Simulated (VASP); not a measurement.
# SiC: relaxation of cell and atoms with r2SCAN

The system is SiC.

```
Si C
1.0
     3.09409    0.00000    0.00000
    -1.54705    2.67956    0.00000
     0.00000    0.00000   10.12960
Si C
4 4
Direct
  0.66667 0.33333 0.93785
  0.33333 0.66667 0.43785
  0.00000 0.00000 0.68789
  0.00000 0.00000 0.18789
  0.66667 0.33333 0.74980
  0.33333 0.66667 0.24980
  0.00000 0.00000 0.50045
  0.00000 0.00000 0.00045
```

| Quantity | Value |
| --- | --- |
| Program | VASP 6.6.1 |
| Task | relaxation of cell and atoms |
| Functional | r2SCAN |
| Potentials or basis | VASP PAW PBE potentials, release 64 (Si, C) |
| Cutoff | 600 eV |
| k mesh | 12 × 12 × 2 |
| Occupations | fermi-dirac, width 0.02 eV |
| Spin | no spin polarisation |
| Dipole correction | no |
| Further INCAR settings | ALGO = Normal; EDIFF = 1e-07; IBRION = 2; EDIFFG = -0.005; NSW = 80; ISIF = 3 |

```json
{
  "Relaxed volume": "10.32 Å³/atom",
  "Relaxed cell": "a = 3.076 Å, b = 3.076 Å, c = 10.071 Å, α = 90.00°, β = 90.00°, γ = 120.00°",
  "Space group after relaxing (to 0.1 Å)": "P6_3mc (No. 186)",
  "Energy gained by relaxing": "2.2 meV/atom",
  "Ionic steps": "6",
  "Pressure after relaxing": "0.0 GPa",
  "Band gap on the k mesh": "2.61 eV (least direct gap 3.79 eV)"
}
```

Step by step:
```csv
step,energy change (eV),largest force (eV/Å),pressure (GPa),volume (Å³)
1,0.0000,0.0047,-3.85,83.98
2,0.0041,0.0201,4.54,80.95
3,-0.0178,0.0065,-0.01,82.53
4,-0.0178,0.0068,0.07,82.50
5,-0.0178,0.0060,-0.06,82.54
6,-0.0178,0.0006,0.00,82.52
```

Final structure:
```cif
data_structure
_symmetry_space_group_name_H-M 'P 1'
_symmetry_Int_Tables_number 1
_cell_length_a 3.0759
_cell_length_b 3.0759
_cell_length_c 10.0714
_cell_angle_alpha 90.000
_cell_angle_beta 90.000
_cell_angle_gamma 120.000
_cell_volume 82.52
loop_
_atom_site_label
_atom_site_type_symbol
_atom_site_fract_x
_atom_site_fract_y
_atom_site_fract_z
_atom_site_occupancy
Si1 Si 0.66667 0.33333 0.93784 1
Si2 Si 0.33333 0.66667 0.43784 1
Si3 Si 0.00000 0.00000 0.68789 1
Si4 Si 0.00000 0.00000 0.18789 1
C1 C 0.66667 0.33333 0.74980 1
C2 C 0.33333 0.66667 0.24980 1
C3 C 0.00000 0.00000 0.50047 1
C4 C 0.00000 0.00000 0.00047 1
```

Levels at points of the mesh, in eV from the valence-band top:
```
           k point  band 13  band 14  band 15  band 16  band 17  band 18  band 19  band 20
(0.00, 0.00, 0.00)    -0.61    -0.05     0.00     0.00     5.68     6.27     6.91     6.93
(0.50, 0.00, 0.00)    -2.48    -2.33    -1.65    -1.18     2.61     2.77     4.73     5.28
(0.00, 0.00, 0.50)    -0.22    -0.22    -0.22    -0.22     5.90     5.90     7.39     7.39
(0.50, 0.00, 0.50)    -2.58    -2.58    -1.63    -1.63     3.05     3.05     4.70     4.70
```

It took 23 min on 1 thread of AMD EPYC 7R13 Processor (Zen 3) (shared host), peak memory 0.27 GiB.

Caveat: the PAW data sets were made with another functional, which shifts forces and pressure a little. A k mesh can miss the band edges.
